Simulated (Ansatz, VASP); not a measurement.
# One calculation of Pb, two programs

```
CELL_PARAMETERS angstrom
-2.05645 2.05645 2.05645
2.05645 -2.05645 2.05645
2.05645 2.05645 -2.05645
ATOMIC_POSITIONS crystal
Pb 0.00000 0.00000 0.00000
```

Alike in both runs: functional BLYP; k mesh 11 × 11 × 11; occupations fermi-dirac, width 0.1 eV; no spin polarisation.

Ansatz relaxed the structure, and its values are those at the end. VASP's run is a single point on that final structure, the one shown.

|  | VASP | Ansatz |
| --- | --- | --- |
| version | VASP 6.6.1 | Ansatz 0.2.0 |
| potentials or method | VASP PAW PBE potentials, release 64 (Pb_d), cutoff 520 eV | plane waves (420 eV) with PAW, scalar-relativistic |
| valence electrons in the cell | 14 | 14 |

|  | VASP | Ansatz | Ansatz less VASP |
| --- | --- | --- | --- |
| pressure (GPa) | 0.0 | 0.0 | -0.05 |

VASP's potentials were made for PBE, not for BLYP.

Spin-orbit coupling is off throughout.
